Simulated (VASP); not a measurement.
Write the native input for VASP 6.6.1 that does the following.

```
Task                   : single point
Functional             : PBE
Potentials or basis    : VASP PAW PBE potentials, release 64 (Cu, Se, Ga_d)
Cutoff                 : 520 eV
k mesh                 : 6 × 6 × 6
Occupations            : gaussian, width 0.01 eV
Spin                   : no spin polarisation
Dipole correction      : no
Further INCAR settings : ALGO = Normal; EDIFF = 1e-06; NBANDS = 46
```

The structure of GaCuSe2 lies in POSCAR:

```
GaCuSe2
1.0
   -2.7783718791      2.7783718791      5.5152478304
    2.7783718791     -2.7783718791      5.5152478304
    2.7783718791      2.7783718791     -5.5152478304
Cu Se Ga
2 4 2
Direct
    0.0000000000      0.0000000000      0.0000000000
    0.7500000000      0.2500000000      0.5000000000
    0.3750000000      0.3688081662      0.4938081662
    0.1188081662      0.6250000000     -0.0061918338
    0.8750000000      0.8811918338      0.5061918338
    0.6311918338      0.1250000000      0.0061918338
    0.5000000000      0.5000000000      0.0000000000
    0.2500000000      0.7500000000      0.5000000000
```

One way to write it, as run:

INCAR

```
PREC = Accurate
ENCUT = 520
EDIFF = 1E-6
ISMEAR = 0
SIGMA = 0.01
LREAL = False
LASPH = True
NELM = 80
ALGO = Normal
ISIF = 2
LWAVE = False
LCHARG = False
GGA = PE
NBANDS = 46
```

KPOINTS

```
Automatic mesh
0
Gamma
  6 6 6
```

Potentials or basis: VASP PAW PBE potentials, release 64 (Cu, Se, Ga_d).

Run with:

```sh
$ cat potpaw_PBE.64/Cu/POTCAR potpaw_PBE.64/Se/POTCAR potpaw_PBE.64/Ga_d/POTCAR > POTCAR
$ mpirun -np 1 vasp_std > vasp.out
```

It gave:

```json
{
  "Pressure": "4.5 GPa",
  "Largest force": "0.044 eV/Å",
  "Band gap on the k mesh": "0.28 eV"
}
```

Caveat: the cell stands under pressure.

Wall time 3 min on 1 thread of Intel(R) Xeon(R) 6975P-C (Granite Rapids) (shared host), peak memory 0.46 GiB.
